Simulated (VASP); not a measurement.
Set up this calculation in VASP 6.6.1, as the native input.

- Task: single point
- Functional: r2SCAN
- Potentials or basis: VASP PAW PBE potentials, release 64 (Cd, In_d)
- Cutoff: 520 eV
- k mesh: 8 × 8 × 8
- Occupations: gaussian, width 0.1 eV
- Spin: no spin polarisation
- Dipole correction: no
- Further INCAR settings: ALGO = Normal; EDIFF = 1e-06; NBANDS = 46

Cd2In:

```
Cd In
1.0
     0.00000    4.17402    4.17402
     4.17402    0.00000    4.17402
     4.17402    4.17402    0.00000
Cd In
4 2
Cartesian
  5.2175 5.2175 5.2175
  5.2175 3.1305 3.1305
  3.1305 3.1305 5.2175
  3.1305 5.2175 3.1305
  0.0000 0.0000 0.0000
  2.0870 2.0870 2.0870
```

One way to write it, as run:

POSCAR

```
Cd2In
1.0
    0.0000000000      4.1740201980      4.1740201980
    4.1740201980      0.0000000000      4.1740201980
    4.1740201980      4.1740201980      0.0000000000
Cd In
4 2
Direct
    0.6250000000      0.6250000000      0.6250000000
    0.1250000000      0.6250000000      0.6250000000
    0.6250000000      0.6250000000      0.1250000000
    0.6250000000      0.1250000000      0.6250000000
    0.0000000000      0.0000000000      0.0000000000
    0.2500000000      0.2500000000      0.2500000000
```

INCAR.step1

```
SYSTEM = Cd2In
PREC     = Accurate       ! precision mode
ENCUT    = 520            ! plane-wave cutoff, eV
ISMEAR   = 0              ! smearing method
SIGMA    = 0.1            ! smearing width, eV
LREAL    = .FALSE.        ! projectors in reciprocal space
LASPH    = .TRUE.         ! aspherical terms in the spheres
NELM     = 100            ! most SCF steps
NBANDS   = 46             ! bands
GGA      = PE             ! functional
ALGO     = Normal         ! electronic algorithm
EDIFF    = 1E-4           ! SCF threshold, eV
LWAVE    = .TRUE.         ! write WAVECAR
LCHARG   = .FALSE.        ! write CHGCAR
```

INCAR.step2

```
SYSTEM = Cd2In
PREC     = Accurate       ! precision mode
ENCUT    = 520            ! plane-wave cutoff, eV
EDIFF    = 1E-6           ! SCF threshold, eV
ISMEAR   = 0              ! smearing method
SIGMA    = 0.1            ! smearing width, eV
LREAL    = .FALSE.        ! projectors in reciprocal space
LASPH    = .TRUE.         ! aspherical terms in the spheres
NELM     = 100            ! most SCF steps
ALGO     = Normal         ! electronic algorithm
ISIF     = 2              ! what is computed and relaxed
LWAVE    = .FALSE.        ! write WAVECAR
LCHARG   = .FALSE.        ! write CHGCAR
METAGGA  = R2SCAN         ! meta-GGA
LMIXTAU  = .TRUE.       
NBANDS   = 46             ! bands
ISTART   = 1
```

KPOINTS

```
regular mesh
0
G
  8 8 8
  0 0 0
```

Potentials or basis: VASP PAW PBE potentials, release 64 (Cd, In_d).

Run with:

```sh
$ cat potpaw_PBE.64/Cd/POTCAR potpaw_PBE.64/In_d/POTCAR > POTCAR
$ cp INCAR.step1 INCAR
$ mpirun -np 1 vasp_std > vasp.out
$ cp INCAR.step2 INCAR
$ mpirun -np 1 vasp_std > vasp.out
```

Results of the run:

The pressure is 0.2 GPa. The band gap on the k mesh is zero (bands 37 and 38 overlap by 3.78 eV).

Caveat: the PAW data sets were made with another functional, which shifts forces and pressure a little; spin-orbit coupling is left out, which moves the levels of the heavy elements.

It took 17 min on 1 thread of Intel(R) Xeon(R) Platinum 8488C (Sapphire Rapids) (shared host), peak memory 0.45 GiB.
